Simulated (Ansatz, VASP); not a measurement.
# Two plane-wave programs on MgO

Contents of POSCAR:

```
MgO
1.0
    3.4841042127      0.0000000000      0.0000000000
   -1.7420521064      3.0173227576      0.0000000000
    0.0000000000      0.0000000000      4.2066160337
Mg O
2 2
Direct
    0.6666666667      0.3333333333      0.7500000000
    0.3333333333      0.6666666667      0.2500000000
    0.6666666667      0.3333333333      0.2500000000
    0.3333333333      0.6666666667      0.7500000000
```

File INCAR.step1:

```
ALGO = Normal
EDIFF = 1E-4
ENCUT = 520
GGA = PE
ISMEAR = 0
LASPH = T
LCHARG = F
LREAL = F
LWAVE = T
NBANDS = 16
NELM = 100
PREC = Accurate
SIGMA = 0.05
```

Contents of INCAR.step2:

```
ALGO = Normal
EDIFF = 1E-7
ENCUT = 520
ISIF = 2
ISMEAR = 0
ISTART = 1
LASPH = T
LCHARG = F
LMIXTAU = T
LREAL = F
LWAVE = F
METAGGA = R2SCAN
NBANDS = 16
NELM = 100
PREC = Accurate
SIGMA = 0.05
```

Contents of KPOINTS:

```
k-points
0
Gamma
  6 6 6
```

Input for Ansatz:

```yaml
crystal:
  lattice:
    - [3.4841042127, 0.0, 0.0]
    - [-1.7420521064, 3.0173227576, 0.0]
    - [0.0, 0.0, 4.2066160337]
  atoms:
    - { symbol: Mg, position: [0.6666666667, 0.3333333333, 0.75] }
    - { symbol: Mg, position: [0.3333333333, 0.6666666667, 0.25] }
    - { symbol: O, position: [0.6666666667, 0.3333333333, 0.25] }
    - { symbol: O, position: [0.3333333333, 0.6666666667, 0.75] }
basis:
  ecutwfc: 500
kpoints:
  mp_grid: { grid: [6, 6, 6] }
hamiltonian:
  xc: r2scan
scf:
  occupations: { method: gaussian, width: 0.05 }
output:
  forces: true
  stress: true
  eigenvalues: true
```

Change from the starting cell: strain +0.0050 x Voigt [0, 0, 1, 0, 0, 0], atoms carried along.

Alike in both runs: task single point; functional r2SCAN; k mesh 6 × 6 × 6; occupations gaussian, width 0.05 eV; no spin polarisation.

```csv
,VASP,Ansatz
version,VASP 6.6.1,Ansatz 0.2.0
potentials or method,"VASP PAW PBE potentials, release 64 (Mg, O), cutoff 520 eV","scalar-relativistic, plane waves, PAW"
valence electrons in the cell,16,32
```

VASP gave:

- gap on the k mesh at the Fermi level (eV): 4.05
- least direct gap on the mesh (eV): 4.05
- pressure (GPa): -1.5
- traceless stress, the component that is largest in VASP (GPa): -0.83

**Question.** What did Ansatz give for the same quantities?

**Answer.** gap on the k mesh at the Fermi level (eV): 4.06; least direct gap on the mesh (eV): 4.06; pressure (GPa): -0.7; traceless stress, the component that is largest in VASP (GPa): -0.64.

VASP's potentials were made for PBE, not for r2SCAN. The functional is the same, so the differences come from potentials, cutoffs and numerics. VASP's potentials hold 16 valence electrons a cell and Ansatz's 32, so a difference there can come from the potentials and not from the codes.
